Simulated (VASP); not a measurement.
Wanted: the native input for a VASP 6.6.1 run.

| Item | Value |
| --- | --- |
| Task | single point |
| Functional | LDA |
| Potentials or basis | VASP PAW LDA potentials, release 64 (Ba_sv) |
| Cutoff | 520 eV |
| k mesh | 7 × 7 × 1 |
| Occupations | fermi-dirac, width 0.05 eV |
| Spin | no spin polarisation |
| Dipole correction | yes |
| k mesh for the DOS | 11 × 11 × 1 |
| Occupations for the DOS | tetrahedron |
| Further INCAR settings | ALGO = Normal; EDIFF = 1e-06 |

The system is Ba, a slab with vacuum.

```
Ba
1.0
     4.75788    0.00000    0.00000
     0.00000    4.75788    0.00000
     0.00000    0.00000   20.00000
Ba
1
Direct
  0.00000 0.00000 0.50000
```

These files were run (other wordings do the same):

POSCAR

```
Ba
1.0
    4.7578779704      0.0000000000      0.0000000000
    0.0000000000      4.7578779704      0.0000000000
    0.0000000000      0.0000000000     20.0000000000
Ba
1
Direct
    0.0000000000      0.0000000000      0.5000000000
```

INCAR.step1

```
PREC     = Accurate       # precision mode
ENCUT    = 520            # plane-wave cutoff, eV
EDIFF    = 1E-6           # SCF threshold, eV
ISMEAR   = -1             # smearing method
SIGMA    = 0.05           # smearing width, eV
LREAL    = F              # projectors in reciprocal space
LASPH    = T              # aspherical terms in the spheres
NELM     = 60             # most SCF steps
ALGO     = Normal         # electronic algorithm
ISIF     = 2              # what is computed and relaxed
LWAVE    = F              # write WAVECAR
LCHARG   = T              # write CHGCAR
LDIPOL   = T            
IDIPOL   = 3            
DIPOL    = 0.5 0.5 0.500
NBANDS   = 11             # bands
```

KPOINTS.step1

```
regular mesh
0
Gamma
  7 7 1
```

INCAR.step2

```
PREC     = Accurate       # precision mode
ENCUT    = 520            # plane-wave cutoff, eV
EDIFF    = 1E-6           # SCF threshold, eV
ISMEAR   = -5             # smearing method
SIGMA    = 0.05           # smearing width, eV
LREAL    = F              # projectors in reciprocal space
LASPH    = T              # aspherical terms in the spheres
NELM     = 60             # most SCF steps
ALGO     = Normal         # electronic algorithm
ISIF     = 2              # what is computed and relaxed
LWAVE    = F              # write WAVECAR
LCHARG   = F              # write CHGCAR
LDIPOL   = T            
IDIPOL   = 3            
DIPOL    = 0.5 0.5 0.500
LORBIT   = 10             # projections on sites
NEDOS    = 2001           # points of the DOS
ICHARG   = 11             # starting density
```

KPOINTS.step2

```
regular mesh
0
Gamma
  11 11 1
```

Potentials or basis: VASP PAW LDA potentials, release 64 (Ba_sv).

Run with:

```bash
$ cat potpaw_LDA.64/Ba_sv/POTCAR > POTCAR
$ cp INCAR.step1 INCAR
$ cp KPOINTS.step1 KPOINTS
$ mpirun -np 1 vasp_std > vasp.out
$ cp INCAR.step2 INCAR
$ cp KPOINTS.step2 KPOINTS
$ mpirun -np 1 vasp_std > vasp.out
```

It gave:

```
Valence electrons inside the program's atomic spheres : Ba 7.80
```

Wall time 81 s on 1 thread of Intel(R) Xeon(R) Platinum 8375C CPU @ 2.90GHz (Ice Lake), with other jobs on the host, peak memory 0.34 GiB.
